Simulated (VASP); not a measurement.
# KCl (Pm-3m) in VASP: settings compared, part 2 of 2

VASP 6.6.1. The steps go on from the part before.

### Step 5. Single point, r2SCAN

This run uses another cell than the first one, of 26.60 Å³/atom, 0.887 times its volume.

File POSCAR:

```
KCl
1.0
    3.7608230702      0.0000000000      0.0000000000
    0.0000000000      3.7608230702      0.0000000000
    0.0000000000      0.0000000000      3.7608230702
K Cl
1 1
Direct
    0.0000000000      0.0000000000      0.0000000000
    0.5000000000      0.5000000000      0.5000000000
```

File INCAR.step1:

```
SYSTEM = KCl
ALGO     = Normal         ! electronic algorithm
EDIFF    = 1E-4           ! SCF threshold, eV
ENCUT    = 520            ! plane-wave cutoff, eV
GGA      = PE             ! functional
ISMEAR   = -1             ! smearing method
LASPH    = .TRUE.         ! aspherical terms in the spheres
LCHARG   = .FALSE.        ! write CHGCAR
LREAL    = .FALSE.        ! projectors in reciprocal space
LWAVE    = .TRUE.         ! write WAVECAR
NBANDS   = 15             ! bands
NELM     = 100            ! most SCF steps
PREC     = Accurate       ! precision mode
SIGMA    = 0.05           ! smearing width, eV
```

File INCAR.step2:

```
SYSTEM = KCl
ALGO     = Normal         ! electronic algorithm
EDIFF    = 1E-6           ! SCF threshold, eV
ENCUT    = 520            ! plane-wave cutoff, eV
ISIF     = 2              ! what is computed and relaxed
ISMEAR   = -1             ! smearing method
ISTART   = 1            
LASPH    = .TRUE.         ! aspherical terms in the spheres
LCHARG   = .FALSE.        ! write CHGCAR
LMIXTAU  = .TRUE.       
LREAL    = .FALSE.        ! projectors in reciprocal space
LWAVE    = .FALSE.        ! write WAVECAR
METAGGA  = R2SCAN         ! meta-GGA
NBANDS   = 15             ! bands
NELM     = 100            ! most SCF steps
PREC     = Accurate       ! precision mode
SIGMA    = 0.05           ! smearing width, eV
```

File KPOINTS:

```
k-points
0
G
  7 7 7
  0 0 0
```

Potentials or basis: VASP PAW PBE potentials, release 64 (K_sv, Cl).

On the command line:

```sh
$ cat potpaw_PBE.64/K_sv/POTCAR potpaw_PBE.64/Cl/POTCAR > POTCAR
$ cp INCAR.step1 INCAR
$ mpirun -np 1 vasp_std > vasp.out
$ cp INCAR.step2 INCAR
$ mpirun -np 1 vasp_std > vasp.out
```

OUTCAR:

```text
SYSTEM = KCl
   EDIFF = 1E-6
   ENCUT = 520
   ISIF = 2
   ISMEAR = -1
   ISTART = 1
   LASPH = .TRUE.
   LREAL = .FALSE.
   METAGGA = R2SCAN
   NELM = 100
   PREC = Accurate

 ion  position               nearest neighbor table
   1  0.000  0.000  0.000-
   2  0.500  0.500  0.500-

  LATTYP: Found a simple cubic cell.
 ALAT       =     3.7608230702

  Lattice vectors:

 A1 = (   3.7608230702,   0.0000000000,   0.0000000000)
 A2 = (   0.0000000000,   3.7608230702,   0.0000000000)
 A3 = (   0.0000000000,   0.0000000000,   3.7608230702)

Analysis of symmetry for initial positions (statically):
=====================================================================
 Subroutine PRICEL returns:
 Original cell was already a primitive cell.

 Routine SETGRP: Setting up the symmetry group for a
 simple cubic supercell.

 Subroutine GETGRP returns: Found 48 space group operations
 (whereof 48 operations were pure point group operations)
 out of a pool of 48 trial point group operations.

The static configuration has the point symmetry O_h .

[... 165 lines left out ...]
      2     -14.1668      2.00000
      3     -12.5959      2.00000
      4     -12.5959      2.00000
      5     -12.5959      2.00000
      6      -1.1330      2.00000
      7      -1.1330      2.00000
      8      -1.1330      2.00000
      9       4.9322      0.00000
     10       6.1672      0.00000
     11       6.1672      0.00000
     12      10.7075      0.00000
     13      10.7075      0.00000
     14      10.7075      0.00000
[... 329 lines left out ...]
      2     -13.7134      2.00000
      3     -12.7854      2.00000
      4     -12.7848      2.00000
      5     -12.7848      2.00000
      6      -2.3306      2.00000
      7      -2.3306      2.00000
      8      -2.2868      2.00000
      9       8.3606      0.00000
     10       8.6661      0.00000
     11       8.6661      0.00000
     12      10.0223      0.00000
     13      10.1095      0.00000
     14      10.1095      0.00000
     15      12.5643      0.00000

------------------------ aborting loop because EDIFF is reached ----------------------------------------

  FORCE on cell =-STRESS in cart. coord.  units (eV):
  Direction    XX          YY          ZZ          XY          YZ          ZX
  --------------------------------------------------------------------------------------
  -------------------------------------------------------------------------------------
  Total        0.0494168      0.0494168      0.0494168     -0.0000000      0.0000000     -0.0000000
  in kB        1.4884580      1.4884580      1.4884580     -0.0000000      0.0000000     -0.0000000
  external PRESSURE =       1.4884580 kB  Pullay stress =       0.0000000 kB

 VOLUME and BASIS-vectors are now :
 -----------------------------------------------------------------------------
  energy-cutoff  :      520.00
  volume of cell :       53.19
      direct lattice vectors                 reciprocal lattice vectors
     3.760823070  0.000000000  0.000000000     0.265899241  0.000000000  0.000000000
     0.000000000  3.760823070  0.000000000     0.000000000  0.265899241  0.000000000
     0.000000000  0.000000000  3.760823070     0.000000000  0.000000000  0.265899241

 POSITION                                       TOTAL-FORCE (eV/Angst)
 -----------------------------------------------------------------------------------
      0.00000      0.00000      0.00000         0.000000      0.000000      0.000000
      1.88041      1.88041      1.88041         0.000000      0.000000      0.000000
 -----------------------------------------------------------------------------------
    total drift:                               -0.000000      0.000000      0.000000

  FREE ENERGIE OF THE ION-ELECTRON SYSTEM (eV)
  ---------------------------------------------------
  free  energy   TOTEN  =       -16.4073123209 eV

  energy  without entropy=      -16.4073123209  energy(sigma->0) =      -16.40731232
```

OSZICAR.step1:

```text
N       E                     dE             d eps       ncg     rms          rms(c)
DAV:   1     0.103361897275E+03    0.10336E+03   -0.73789E+03   600   0.976E+02
DAV:   2    -0.126482079830E+01   -0.10463E+03   -0.96893E+02   805   0.249E+02
DAV:   3    -0.675533319258E+01   -0.54905E+01   -0.54608E+01   838   0.495E+01
DAV:   4    -0.694012401292E+01   -0.18479E+00   -0.18475E+00   838   0.835E+00
DAV:   5    -0.694157203838E+01   -0.14480E-02   -0.14480E-02   873   0.811E-01    0.313E+00
DAV:   6    -0.667210505743E+01    0.26947E+00   -0.28857E-01   747   0.323E+00    0.262E+00
DAV:   7    -0.663948756774E+01    0.32617E-01   -0.88487E-02   796   0.199E+00    0.155E+00
DAV:   8    -0.664149108950E+01   -0.20035E-02   -0.16229E-02   820   0.996E-01    0.205E-01
DAV:   9    -0.664150985308E+01   -0.18764E-04   -0.71102E-04   803   0.189E-01
   1 F= -.66415099E+01 E0= -.66415099E+01  d E =-.351073E-10
```

It took 39 s on 1 thread of Intel Xeon Platinum 8488C (Sapphire Rapids), shared host; peak memory 0.17 GiB.

Results:

- Free energy: -16.4073 eV
- Pressure: 0.1 GPa
- Band gap on the k mesh: 5.87 eV, indirect (least direct gap 6.07 eV)

Caveat: the PAW data sets were made with another functional, which shifts forces and pressure a little.

### Step 6. Single point, r2SCAN

This run uses another cell than the first one, of 27.16 Å³/atom, 0.906 times its volume.

File POSCAR:

```
KCl
1.0
    3.7873086124      0.0000000000      0.0000000000
    0.0000000000      3.7873086124      0.0000000000
    0.0000000000      0.0000000000      3.7873086124
K Cl
1 1
Direct
    0.0000000000      0.0000000000      0.0000000000
    0.5000000000      0.5000000000      0.5000000000
```

File INCAR.step1:

```
SYSTEM = KCl
ALGO = Normal
EDIFF = 1E-4
ENCUT = 520
GGA = PE
ISMEAR = -1
LASPH = .TRUE.
LCHARG = .FALSE.
LREAL = .FALSE.
LWAVE = .TRUE.
NBANDS = 15
NELM = 60
PREC = Accurate
SIGMA = 0.05
```

File INCAR.step2:

```
SYSTEM = KCl
ALGO = Normal
EDIFF = 1E-7
ENCUT = 520
ISIF = 2
ISMEAR = -1
ISTART = 1
LASPH = .TRUE.
LCHARG = .FALSE.
LMIXTAU = .TRUE.
LREAL = .FALSE.
LWAVE = .FALSE.
METAGGA = R2SCAN
NBANDS = 15
NELM = 60
PREC = Accurate
SIGMA = 0.05
```

KPOINTS is that of step 5.

Potentials or basis: VASP PAW PBE potentials, release 64 (K_sv, Cl).

On the command line:

```sh
$ cat potpaw_PBE.64/K_sv/POTCAR potpaw_PBE.64/Cl/POTCAR > POTCAR
$ cp INCAR.step1 INCAR
$ mpirun -np 1 vasp_std > vasp.out
$ cp INCAR.step2 INCAR
$ mpirun -np 1 vasp_std > vasp.out
```

Run time: 42 s. Hardware: 1 thread of Intel Xeon Platinum 8488C (Sapphire Rapids), shared host; peak memory 0.16 GiB.

It converged, with:

- Free energy: -16.4071 eV
- Pressure: -0.3 GPa
- Band gap on the k mesh: 5.77 eV, indirect (least direct gap 5.96 eV)

Levels at points of the mesh, in eV from the valence-band top:
```tsv
k point	band 4	band 5	band 6	band 7	band 8	band 9	band 10	band 11	band 12	band 13
(0.00, 0.00, 0.00)	-11.69	-11.69	-0.19	-0.19	-0.19	5.77	7.13	7.13	11.59	11.59
```

Caveat: the PAW data sets were made with another functional, which shifts forces and pressure a little. A k mesh can miss the band edges.

### Step 7. Overview

```tsv
level	potentials or basis	cell	k mesh	gap on the mesh (eV)	pressure (GPa)
LDA	VASP PAW LDA potentials, release 64 (K_sv, Cl)	a = 3.914 Å, 2 atoms	7 × 7 × 7	4.17	-3.7
PBEsol	VASP PAW PBE potentials, release 64 (K_sv, Cl)	a = 3.890 Å, 2 atoms	7 × 7 × 7	4.49	-1.9
PBEsol	VASP PAW PBE potentials, release 64 (K_sv, Cl)	a = 3.839 Å, 2 atoms	6 × 6 × 6	4.62	-1.4
r2SCAN	VASP PAW PBE potentials, release 64 (K_sv, Cl)	a = 3.761 Å, 2 atoms	7 × 7 × 7	5.87	0.1
r2SCAN	VASP PAW PBE potentials, release 64 (K_sv, Cl)	a = 3.787 Å, 2 atoms	7 × 7 × 7	5.77	-0.3
```

Alike in all rows: task single point; no spin polarisation; cutoff (eV) 520; smearing fermi-dirac 0.05 eV.

Caveats: the PAW data sets were made with another functional, which shifts forces and pressure a little (some runs).

Total energies depend on the potentials used, so only differences within one code and one set of settings carry meaning.
